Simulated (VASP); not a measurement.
# Pd (Pm-3m) in VASP: notebook

Pd is run at these levels: LDA; tasks: single point, relaxation of cell and atoms.

Program: VASP 6.6.1. These are calculated values, not measurements. Logs are shortened: lines on timing, memory, paths and dates and some standing lists are left out, and cuts for length are marked.

### Step 1. The cell of the first run

Symmetry: Pm-3m, No. 221, cubic system. The conventional cell has a = 2.538 Å, b = 2.538 Å, c = 2.538 Å, α = 90.00°, β = 90.00°, γ = 90.00°. Pd (site symmetry m-3m) has 6 Pd at 2.54 Å within 3.3 Å.

### Step 2. Single point, LDA

Contents of INCAR:

```
SYSTEM = Pd
PREC     = Accurate       ! precision mode
ENCUT    = 500            ! plane-wave cutoff, eV
EDIFF    = 1E-6           ! SCF threshold, eV
ISMEAR   = -1             ! smearing method
SIGMA    = 0.05           ! smearing width, eV
LREAL    = .False.        ! projectors in reciprocal space
LASPH    = .True.         ! aspherical terms in the spheres
NELM     = 120            ! most SCF steps
ALGO     = Normal         ! electronic algorithm
ISIF     = 2              ! what is computed and relaxed
LWAVE    = .False.        ! write WAVECAR
LCHARG   = .True.         ! write CHGCAR
LELF     = .True.         ! ELF
LVHAR    = .True.       
NBANDS   = 11             ! bands
GGA_COMPAT= .False.
```

Contents of KPOINTS:

```
Automatic mesh
0
Gamma
  9 9 9
  0 0 0
```

Contents of POSCAR:

```
Pd
1.0
    2.5382828759      0.0000000000      0.0000000000
    0.0000000000      2.5382828759      0.0000000000
    0.0000000000      0.0000000000      2.5382828759
Pd
1
Direct
    0.0000000000      0.0000000000      0.0000000000
```

Potentials or basis: VASP PAW LDA potentials, release 64 (Pd).

Run with:

```
$ cat potpaw_LDA.64/Pd/POTCAR > POTCAR
$ mpirun -np 1 vasp_std > vasp.out
```

OUTCAR:

```text
SYSTEM = Pd
   PREC = Accurate
   ENCUT = 500
   EDIFF = 1E-6
   ISMEAR = -1
   LREAL = .False.
   LASPH = .True.
   NELM = 120
   ISIF = 2

 ion  position               nearest neighbor table
   1  0.000  0.000  0.000-

  LATTYP: Found a simple cubic cell.
 ALAT       =     2.5382828759

  Lattice vectors:

 A1 = (   2.5382828759,   0.0000000000,   0.0000000000)
 A2 = (   0.0000000000,   2.5382828759,   0.0000000000)
 A3 = (   0.0000000000,   0.0000000000,   2.5382828759)

Analysis of symmetry for initial positions (statically):
=====================================================================
 Subroutine PRICEL returns:
 Original cell was already a primitive cell.

 Routine SETGRP: Setting up the symmetry group for a
 simple cubic supercell.

 Subroutine GETGRP returns: Found 48 space group operations
 (whereof 48 operations were pure point group operations)
 out of a pool of 48 trial point group operations.

The static configuration has the point symmetry O_h .

Analysis of symmetry for dynamics (positions and initial velocities):
=====================================================================
 Subroutine PRICEL returns:
 Original cell was already a primitive cell.

 Routine SETGRP: Setting up the symmetry group for a
 simple cubic supercell.

 Subroutine GETGRP returns: Found 48 space group operations
 (whereof 48 operations were pure point group operations)
 out of a pool of 48 trial point group operations.

The dynamic configuration has the point symmetry O_h .

 Subroutine INISYM returns: Found 48 space group operations
 (whereof 48 operations are pure point group operations),
 and found     1 'primitive' translations

----------------------------------------------------------------------------------------

                                     Primitive cell

  volume of cell :      16.3539

  direct lattice vectors                    reciprocal lattice vectors
     2.538282876  0.000000000  0.000000000     0.393967122  0.000000000  0.000000000
     0.000000000  2.538282876  0.000000000     0.000000000  0.393967122  0.000000000
     0.000000000  0.000000000  2.538282876     0.000000000  0.000000000  0.393967122

  length of vectors
     2.538282876  2.538282876  2.538282876     0.393967122  0.393967122  0.393967122

  position of ions in fractional coordinates (direct lattice)
     0.000000000  0.000000000  0.000000000

  ion indices of the primitive-cell ions
   primitive index   ion index
                 1           1

----------------------------------------------------------------------------------------

 KPOINTS: Automatic mesh

Automatic generation of k-mesh.
 Grid dimensions read from file:
 generate k-points for:    9    9    9

 Generating k-lattice:

  Cartesian coordinates                     Fractional coordinates (reciprocal lattice)
     0.043774125  0.000000000  0.000000000     0.111111111  0.000000000  0.000000000
     0.000000000  0.043774125  0.000000000     0.000000000  0.111111111  0.000000000
     0.000000000  0.000000000  0.043774125     0.000000000  0.000000000  0.111111111

  Length of vectors
     0.043774125  0.043774125  0.043774125

  Shift w.r.t. Gamma in fractional coordinates (k-lattice)
     0.000000000  0.000000000  0.000000000

 Subroutine IBZKPT returns following result:
 ===========================================

 Found     35 irreducible k-points:

 Following reciprocal coordinates:
            Coordinates               Weight
  0.000000  0.000000  0.000000      1.000000
  0.111111  0.000000  0.000000      6.000000
  0.222222  0.000000  0.000000      6.000000
  0.333333  0.000000  0.000000      6.000000
  0.444444  0.000000  0.000000      6.000000
  0.111111  0.111111  0.000000     12.000000
[... 16 lines left out ...]
  0.333333  0.333333  0.111111     24.000000
  0.444444  0.333333  0.111111     48.000000
 [... further k-points ...]
   k-points           NKPTS =     35   k-points in BZ     NKDIM =     35   number of bands    NBANDS=     11
   number of dos      NEDOS =    301   number of ions     NIONS =      1
   total plane-waves  NPLWV =   8000
   dimension x,y,z NGX =    20 NGY =   20 NGZ =   20
   dimension x,y,z NGXF=    40 NGYF=   40 NGZF=   40
   ions per type =               1
   NGX,Y,Z   is equivalent  to a cutoff of  13.10, 13.10, 13.10 a.u.
   NGXF,Y,Z  is equivalent  to a cutoff of  26.20, 26.20, 26.20 a.u.
 SYSTEM =  Pd
   PREC   = accura    normal or accurate (medium, high low for compatibility)
   ISTART =      0    job   : 0-new  1-cont  2-samecut
   ICHARG =      2    charge: 1-file 2-atom 10-const
   ISPIN  =      1    spin polarized calculation?
   LNONCOLLINEAR =      F non collinear calculations
   LSORBIT =      F    spin-orbit coupling
   LASPH  =      T    aspherical Exc in radial PAW
   ENCUT  =  500.0 eV  36.75 Ry    6.06 a.u.   4.63  4.63  4.63*2*pi/ulx,y,z
   NELM   =    120;   NELMIN=  2; NELMDL= -5     # of ELM steps
   EDIFF  = 0.1E-05   stopping-criterion for ELM
   LREAL  =      F    real-space projection
   EDIFFG = 0.1E-04   stopping-criterion for IOM
   NSW    =      0    number of steps for IOM
   IBRION =     -1    ionic relax: 0-MD 1-quasi-New 2-CG
   NFREE  =      0    steps in history (QN), initial steepest desc. (CG)
   ISIF   =      2    stress and relaxation
   ISYM   =      2    0-nonsym 1-usesym 2-fastsym
   POTIM  = 0.5000    time-step for ionic-motion
   TEBEG  =    0.0;   TEEND  =   0.0 temperature during run
   PSTRESS=    0.0 pullay stress
   NELECT =      10.0000    total number of electrons
   NUPDOWN=      -1.0000    fix difference up-down
   EMIN   =  10.00;   EMAX   =-10.00  energy-range for DOS
   EFERMI =   0.00;   METHOD = LEGACY
   ISMEAR =    -1;   SIGMA  =   0.05  broadening in eV -4-tet -1-fermi 0-gaus
   EFERMI_NEDOS =   21; number of points for ismear=-14 and -15
   IALGO  =     38    algorithm
   IMIX   =      4    mixing-type and parameters
     AMIX     =   0.40;   BMIX     =  1.00
     AMIX_MAG =   1.60;   BMIX_MAG =  1.00
  volume/ion in A,a.u.               =      16.35       110.36
  Fermi-wavevector in a.u.,A,eV,Ry     =   1.389531  2.625832 26.270068  1.930796
  Thomas-Fermi vector in A             =   2.513553
   LORBIT       =      0    0 simple, 1 ext, 2 COOP (PROOUT), +10 PAW based schemes
   GGA     = CA    functional components
   LHFCALC =     F    Hartree Fock is set to
   AEXX    =    0.0000 exact exchange contribution
   IVDW    =     0    specifies the selected vdW correction
   LEPSILON=     F    determine dielectric tensor
   LRPA    =     F    only Hartree local field effects (RPA)
 non-spin polarized calculation
  energy-cutoff  :      500.00
  volume of cell :       16.35
 maximum number of plane-waves:       437
 NGX is ok and might be reduce to    20
   NGX =  9   NGY =  9   NGZ =  9

 number of electron      10.0000000 magnetization

 number of electron       9.9999996 magnetization

 Free energy of the ion-electron system (eV)
  ---------------------------------------------------
  ext. energy  EPLUGINS =         0.00000000
  ---------------------------------------------------
  free energy    TOTEN  =        -5.88718737 eV

  energy without entropy =       -5.87431276  energy(sigma->0) =       -5.88075007

 E-fermi :   8.1096     XC(G=0): -12.7681

 val. band max:        8.0822715591   @ k =   0.2222   0.1111   0.0000
 cond. band min:       8.1459448841   @ k =   0.3333   0.1111   0.0000
 fundamental gap:      0.0636733249
 Fermi energy:         8.1096459405

 k-point     1 :       0.0000    0.0000    0.0000
  band No.  band energies     occupation
      1       1.5993      2.00000
      2       3.0814      2.00000
      3       3.0814      2.00000
      4       8.2385      0.14114
      5       8.2385      0.14114
      6       8.2385      0.14114
      7      25.1366      0.00000
      8      25.1366      0.00000
      9      25.1366      0.00000
     10      32.0733      0.00000
     11      32.0750      0.00000

 k-point     2 :       0.1111    0.0000    0.0000
  band No.  band energies     occupation
      1       1.9254      2.00000
      2       3.1409      2.00000
      3       3.3785      2.00000
      4       7.9973      1.80863
      5       7.9973      1.80863
      6       8.2580      0.09792
      7      22.9566      0.00000
      8      25.7043      0.00000
      9      25.7043      0.00000
     10      31.0958      0.00000
     11      32.0942      0.00000

 k-point     3 :       0.2222    0.0000    0.0000
  band No.  band energies     occupation
      1       2.6422      2.00000
      2       3.2950      2.00000
      3       4.4019      2.00000
      4       7.4312      2.00000
      5       7.4312      2.00000
      6       8.3075      0.03751
      7      19.4728      0.00000
      8      27.2130      0.00000
      9      27.2130      0.00000
     10      29.2480      0.00000
     11      31.8068      0.00000

 k-point     4 :       0.3333    0.0000    0.0000
  band No.  band energies     occupation
      1       3.3220      2.00000
      2       3.4770      2.00000
      3       6.1613      2.00000
      4       6.8498      2.00000
      5       6.8498      2.00000
      6       8.3644      0.01218
      7      16.2672      0.00000
      8      27.6462      0.00000
      9      29.2307      0.00000
     10      29.2307      0.00000
     11      30.9863      0.00000
[... 239 lines left out ...]
 k-point    22 :       0.4444    0.2222    0.1111
  band No.  band energies     occupation
      1       4.3288      2.00000
      2       4.4255      2.00000
      3       5.6659      2.00000
      4       6.0892      2.00000
      5       7.4377      2.00000
      6      10.8301      0.00000
      7      14.6135      0.00000
      8      24.6905      0.00000
      9      27.2940      0.00000
     10      28.1238      0.00000
     11      31.7724      0.00000

 k-point    23 :       0.3333    0.3333    0.1111
  band No.  band energies     occupation
      1       3.8894      2.00000
      2       4.4489      2.00000
      3       6.4525      2.00000
      4       6.4954      2.00000
      5       7.1883      2.00000
      6       9.7399      0.00000
      7      17.7049      0.00000
      8      21.0509      0.00000
      9      27.0089      0.00000
     10      28.3964      0.00000
     11      33.4968      0.00000

 k-point    24 :       0.4444    0.3333    0.1111
  band No.  band energies     occupation
      1       3.5298      2.00000
      2       4.6157      2.00000
      3       6.2152      2.00000
      4       6.5893      2.00000
      5       7.7550      1.99834
      6      12.0676      0.00000
      7      15.1809      0.00000
      8      22.1150      0.00000
      9      24.3986      0.00000
     10      29.2059      0.00000
     11      32.4030      0.00000

 [... further k-points ...]
[... 5 lines left out ...]
  --------------------------------------------------------------------------------------
  -------------------------------------------------------------------------------------
  Total       -0.0023431     -0.0023431     -0.0023431      0.0000000      0.0000000      0.0000000
  in kB       -0.2295563     -0.2295563     -0.2295563      0.0000000      0.0000000      0.0000000
  external PRESSURE =      -0.2295563 kB  Pullay stress =       0.0000000 kB

 VOLUME and BASIS-vectors are now :
 -----------------------------------------------------------------------------
  energy-cutoff  :      500.00
  volume of cell :       16.35
      direct lattice vectors                 reciprocal lattice vectors
     2.538282876  0.000000000  0.000000000     0.393967122  0.000000000  0.000000000
     0.000000000  2.538282876  0.000000000     0.000000000  0.393967122  0.000000000
     0.000000000  0.000000000  2.538282876     0.000000000  0.000000000  0.393967122

 POSITION                                       TOTAL-FORCE (eV/Angst)
 -----------------------------------------------------------------------------------
      0.00000      0.00000      0.00000         0.000000      0.000000      0.000000
 -----------------------------------------------------------------------------------
    total drift:                               -0.000000      0.000000     -0.000000

  FREE ENERGIE OF THE ION-ELECTRON SYSTEM (eV)
  ---------------------------------------------------
  free  energy   TOTEN  =        -5.8871873747 eV

  energy  without entropy=       -5.8743127606  energy(sigma->0) =       -5.88075007
```

Wall time 13 s (1 thread of AMD EPYC 7R13, shared host); peak memory 0.09 GiB.

What came out:

```
Free energy            : -5.8872 eV
Pressure               : 0.0 GPa
Band gap on the k mesh : zero (band 5 reaches 9.29 eV, above the bottom of band 6 at 7.56 eV)
```

Levels at points of the mesh, in eV from the Fermi level:
```tsv
k point	band 3	band 4	band 5	band 6	band 7	band 8
(0.00, 0.00, 0.00)	-5.03	0.13	0.13	0.13	17.03	17.03
```

### Step 3. Single point, LDA

This run uses another cell than the first one, of 16.11 Å³/atom, 0.985 times its volume.

Contents of INCAR:

```
SYSTEM = Pd
PREC = Accurate
ENCUT = 500
EDIFF = 1E-6
ISMEAR = -1
SIGMA = 0.05
LREAL = .False.
LASPH = .True.
NELM = 120
ALGO = Normal
ISIF = 2
LWAVE = .False.
LCHARG = .True.
GGA = CA
LELF = .True.
LVHAR = .True.
NBANDS = 11
GGA_COMPAT = .False.
```

Contents of KPOINTS:

```
regular mesh
0
Gamma
  9 9 9
  0 0 0
```

Contents of POSCAR:

```
Pd
1.0
    2.5255274703      0.0000000000      0.0000000000
    0.0000000000      2.5255274703      0.0000000000
    0.0000000000      0.0000000000      2.5255274703
Pd
1
Direct
    0.0000000000      0.0000000000      0.0000000000
```

Potentials or basis: VASP PAW LDA potentials, release 64 (Pd).

Run with:

```
$ cat potpaw_LDA.64/Pd/POTCAR > POTCAR
$ mpirun -np 1 vasp_std > vasp.out
```

Wall time 11 s (1 thread of AMD EPYC 7R13, shared host); peak memory 0.08 GiB.

Results (log left out):

```yaml
Free_energy: -5.8852 eV
Pressure: 2.6 GPa
Band_gap_on_the_k_mesh: zero (band 5 reaches 9.57 eV, above the bottom of band 6 at 7.78 eV)
```

Levels at points of the mesh, in eV from the Fermi level:
```
           k point  band 3  band 4  band 5  band 6  band 7  band 8
(0.00, 0.00, 0.00)   -5.14    0.13    0.13    0.13   17.14   17.14
```

### Step 4. Single point, LDA

This run uses another cell than the first one, of 16.60 Å³/atom, 1.015 times its volume.

Contents of INCAR:

```
PREC = Accurate
ENCUT = 500
EDIFF = 1E-6
ISMEAR = -1
SIGMA = 0.05
LREAL = F
LASPH = T
NELM = 120
ALGO = Normal
ISIF = 2
LWAVE = F
LCHARG = T
GGA = CA
LELF = T
LVHAR = T
NBANDS = 11
GGA_COMPAT = F
```

Contents of KPOINTS:

```
Automatic mesh
0
Gamma
  9 9 9
```

Contents of POSCAR:

```
Pd
1.0
    2.5509113568      0.0000000000      0.0000000000
    0.0000000000      2.5509113568      0.0000000000
    0.0000000000      0.0000000000      2.5509113568
Pd
1
Direct
    0.0000000000      0.0000000000      0.0000000000
```

Run with:

```
$ cat potpaw_LDA.64/Pd/POTCAR > POTCAR
$ mpirun -np 1 vasp_std > vasp.out
```

Wall time 13 s (1 thread of AMD EPYC 7R13, shared host); peak memory 0.09 GiB.

It converged, with:

```
Free energy            : -5.8854 eV
Pressure               : -2.4 GPa
Band gap on the k mesh : zero (band 5 reaches 9.03 eV, above the bottom of band 6 at 7.34 eV)
```

Levels at points of the mesh, in eV from the Fermi level:
| k point | band 3 | band 4 | band 5 | band 6 | band 7 | band 8 |
| --- | --- | --- | --- | --- | --- | --- |
| (0.00, 0.00, 0.00) | -4.92 | 0.12 | 0.12 | 0.12 | 16.92 | 16.92 |

(Continued in part 2 of 2.)
